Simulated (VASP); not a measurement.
# Li2S (Fm-3m) in VASP: a series of runs, part 2 of 2

VASP 6.6.1. Earlier steps stand in the parts before.

## 4. Single point, PBE (volume changed by +6%)

Input file INCAR:

```
SYSTEM = Li2S
  PREC = Accurate
  ENCUT = 750
  EDIFF = 1E-6
  ISMEAR = 0
  SIGMA = 0.01
  LREAL = .False.
  LASPH = .True.
  NELM = 120
  ALGO = Normal
  ISIF = 2
  LWAVE = .False.
  LCHARG = .False.
  GGA = PE
  NBANDS = 13
  GGA_COMPAT = .False.
```

Input file KPOINTS:

```
regular mesh
0
Gamma
  6 6 6
  0 0 0
```

Input file POSCAR:

```
Li2S
1.0
    0.0000000000      2.9087677384      2.9087677384
    2.9087677384      0.0000000000      2.9087677384
    2.9087677384      2.9087677384      0.0000000000
Li S
2 1
Direct
    0.2500000000      0.2500000000      0.2500000000
    0.7500000000      0.7500000000      0.7500000000
    0.0000000000      0.0000000000      0.0000000000
```

Potentials or basis: VASP PAW PBE potentials, release 64 (Li_sv, S).

Run with:

```
> cat potpaw_PBE.64/Li_sv/POTCAR potpaw_PBE.64/S/POTCAR > POTCAR
> mpirun -np 1 vasp_std > vasp.out
```

OUTCAR:

```text
SYSTEM = Li2S
   PREC = Accurate
   ENCUT = 750
   EDIFF = 1E-6
   ISMEAR = 0
   LREAL = .False.
   LASPH = .True.
   NELM = 120
   ISIF = 2
   GGA = PE

 ion  position               nearest neighbor table
   1  0.250  0.250  0.250-   3 2.52   3 2.52   3 2.52   3 2.52
   2  0.750  0.750  0.750-   3 2.52   3 2.52   3 2.52   3 2.52
   3  0.000  0.000  0.000-   2 2.52   2 2.52   2 2.52   1 2.52   2 2.52   1 2.52   1 2.52   1 2.52

  LATTYP: Found a face centered cubic cell.
 ALAT       =     5.8175354768

  Lattice vectors:

 A1 = (   0.0000000000,   2.9087677384,   2.9087677384)
 A2 = (   2.9087677384,   0.0000000000,   2.9087677384)
 A3 = (   2.9087677384,   2.9087677384,   0.0000000000)

Analysis of symmetry for initial positions (statically):
=====================================================================
 Subroutine PRICEL returns:
 Original cell was already a primitive cell.

 Routine SETGRP: Setting up the symmetry group for a
 face centered cubic supercell.

 Subroutine GETGRP returns: Found 48 space group operations
 (whereof 48 operations were pure point group operations)
 out of a pool of 48 trial point group operations.

The static configuration has the point symmetry O_h .

Analysis of symmetry for dynamics (positions and initial velocities):
[... 171 lines left out ...]
     10       7.2906      0.00000
     11      12.1108      0.00000
     12      12.1108      0.00000
     13      13.2063      0.00000
[... 226 lines left out ...]
  band No.  band energies     occupation
      1     -43.1870      2.00000
      2     -43.1815      2.00000
      3      -9.2643      2.00000
      4      -0.7810      2.00000
      5      -0.4360      2.00000
      6      -0.4152      2.00000
      7       5.7301      0.00000
      8       8.8212      0.00000
      9       9.1854      0.00000
     10      10.8354      0.00000
     11      12.1078      0.00000
     12      12.9954      0.00000
     13      13.4311      0.00000

------------------------ aborting loop because EDIFF is reached ----------------------------------------

  FORCE on cell =-STRESS in cart. coord.  units (eV):
  Direction    XX          YY          ZZ          XY          YZ          ZX
  --------------------------------------------------------------------------------------
  -------------------------------------------------------------------------------------
  Total       -0.6861122     -0.6861122     -0.6861122      0.0000000      0.0000000     -0.0000000
  in kB      -22.3330790    -22.3330790    -22.3330790      0.0000000      0.0000000     -0.0000000
  external PRESSURE =     -22.3330790 kB  Pullay stress =       0.0000000 kB

 VOLUME and BASIS-vectors are now :
 -----------------------------------------------------------------------------
  energy-cutoff  :      750.00
  volume of cell :       49.22
      direct lattice vectors                 reciprocal lattice vectors
     0.000000000  2.908767738  2.908767738    -0.171894096  0.171894096  0.171894096
     2.908767738  0.000000000  2.908767738     0.171894096 -0.171894096  0.171894096
     2.908767738  2.908767738  0.000000000     0.171894096  0.171894096 -0.171894096

 POSITION                                       TOTAL-FORCE (eV/Angst)
 -----------------------------------------------------------------------------------
      1.45438      1.45438      1.45438         0.000000      0.000000      0.000000
      4.36315      4.36315      4.36315        -0.000000     -0.000000     -0.000000
      0.00000      0.00000      0.00000        -0.000000     -0.000000     -0.000000
 -----------------------------------------------------------------------------------
    total drift:                                0.000000     -0.000000      0.000000

  FREE ENERGIE OF THE ION-ELECTRON SYSTEM (eV)
  ---------------------------------------------------
  free  energy   TOTEN  =       -11.9750968673 eV

  energy  without entropy=      -11.9750968673  energy(sigma->0) =      -11.97509687
```

OSZICAR:

```text
N       E                     dE             d eps       ncg     rms          rms(c)
DAV:   1     0.553530076172E+02    0.55353E+02   -0.64242E+03   416   0.115E+03
DAV:   2    -0.417062215765E+01   -0.59524E+02   -0.55605E+02   519   0.226E+02
DAV:   3    -0.120891370308E+02   -0.79185E+01   -0.78713E+01   806   0.527E+01
DAV:   4    -0.122821873787E+02   -0.19305E+00   -0.19301E+00   515   0.111E+01
DAV:   5    -0.122875225605E+02   -0.53352E-02   -0.53350E-02   689   0.151E+00    0.375E+00
DAV:   6    -0.119774545473E+02    0.31007E+00   -0.54666E-01   487   0.290E+00    0.277E+00
DAV:   7    -0.119633909204E+02    0.14064E-01   -0.13346E-01   592   0.163E+00    0.174E+00
DAV:   8    -0.119754756449E+02   -0.12085E-01   -0.29620E-02   529   0.960E-01    0.769E-01
DAV:   9    -0.119748764686E+02    0.59918E-03   -0.10829E-03   566   0.198E-01    0.483E-01
DAV:  10    -0.119751536977E+02   -0.27723E-03   -0.20609E-03   476   0.212E-01    0.293E-01
DAV:  11    -0.119750978498E+02    0.55848E-04   -0.15690E-04   593   0.725E-02    0.112E-01
DAV:  12    -0.119750989567E+02   -0.11069E-05   -0.38235E-06   559   0.142E-02    0.883E-02
DAV:  13    -0.119750967970E+02    0.21598E-05   -0.19371E-05   489   0.196E-02    0.354E-03
DAV:  14    -0.119750968673E+02   -0.70352E-07   -0.95885E-07   473   0.747E-03
   1 F= -.11975097E+02 E0= -.11975097E+02  d E =-.323766E-49
```

Run time: 29 s. Hardware: 1 thread of Intel Xeon Platinum 8488C (Sapphire Rapids), shared host; peak memory 0.22 GiB.

Results:

```yaml
Free_energy: -11.9751 eV
Pressure: -2.2 GPa
Band_gap_on_the_k_mesh: 3.42 eV, indirect (least direct gap 3.96 eV)
```

 A k mesh can miss the band edges.

## 5. Summary

```tsv
cell	gap on the mesh (eV)	pressure (GPa)
a = 4.034 Å, angles 60.0°, 3 atoms	3.39	-0.1
a = 4.074 Å, angles 60.0°, 3 atoms	3.41	-1.3
a = 4.114 Å, angles 60.0°, 3 atoms	3.42	-2.2
```

Alike in all rows: task single point; level PBE; potentials or basis VASP PAW PBE potentials, release 64 (Li_sv, S); no spin polarisation; k mesh 6 × 6 × 6; cutoff (eV) 750; smearing gaussian 0.01 eV.

Total energies depend on the potentials used, so only differences within one code and one set of settings carry meaning.
